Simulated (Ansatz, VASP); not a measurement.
**Two plane-wave programs on TiO2**

```xyz
6
Lattice="4.5998 0.0000 0.0000 0.0000 4.5998 0.0000 0.0000 0.0000 2.9592" Properties=species:S:1:pos:R:3 pbc="T T T"
Ti    0.0000    0.0000    1.4796
Ti    2.2999    2.2999    0.0000
O     1.3998    1.3998    1.4796
O     0.9001    3.6997    0.0000
O     3.6997    0.9001    0.0000
O     3.2000    3.2000    1.4796
```

Alike in both runs: task relaxation of cell and atoms; functional PBEsol; k mesh 6 × 6 × 9; occupations fermi-dirac, width 0.05 eV; no spin polarisation.

|  | VASP | Ansatz |
| --- | --- | --- |
| version | VASP 6.6.1 | Ansatz 0.2.0 |
| potentials or method | VASP PAW PBE potentials, release 64 (Ti_sv, O) | Ansatz PAW |
| plane-wave cutoff (eV) | 600 | 420 |
| valence electrons in the cell | 48 | 48 |

VASP gave:

| Property | Result |
| --- | --- |
| gap on the k mesh at the Fermi level, each at its own relaxed structure (eV) | 1.83 |
| relaxed volume (Å³/atom) | 10.34 |
| relaxed length of the cell vector where the two differ most in proportion (Å) | 2.943 |

Q: What did Ansatz give for the same quantities?

A: gap on the k mesh at the Fermi level, each at its own relaxed structure (eV): 1.87; relaxed volume (Å³/atom): 10.33; relaxed length of the cell vector where the two differ most in proportion (Å): 2.939.

VASP's potentials were made for PBE, not for PBEsol.

Noted on Ansatz's run: odd divisions of the mesh miss points on the zone boundary, where band edges often lie, so the gap on the mesh can be too wide; the plane-wave basis is chosen anew once the cell has moved, so the energies of steps on either side of that aren't comparable.
